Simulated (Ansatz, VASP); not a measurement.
Ti: VASP beside Ansatz

```
CELL_PARAMETERS angstrom
-1.41888 1.41888 1.91322
1.41888 -1.41888 1.91322
1.41888 1.41888 -1.91322
ATOMIC_POSITIONS crystal
Ti 0.00000 0.00000 0.00000
```

Alike in both runs: task single point; functional PBE; k mesh 22 × 22 × 22; occupations gaussian, width 0.15 eV; no spin polarisation.

|  | VASP | Ansatz |
| --- | --- | --- |
| version | VASP 6.6.1 | Ansatz 0.2.0 |
| potentials or method | VASP PAW PBE potentials, release 64 (Ti_sv), cutoff 520 eV | scalar-relativistic, plane waves, PAW |
| valence electrons in the cell | 12 | 12 |

Ansatz gave:

```
gap on the k mesh at the Fermi level (eV)                     : none
pressure (GPa)                                                : 15.9
traceless stress, the component that is largest in VASP (GPa) : 1.07
```

Which values does VASP return?

gap on the k mesh at the Fermi level (eV): none; pressure (GPa): 15.5; traceless stress, the component that is largest in VASP (GPa): 1.09.

A gap of «none» marks a metal or a gap that the smearing closes.
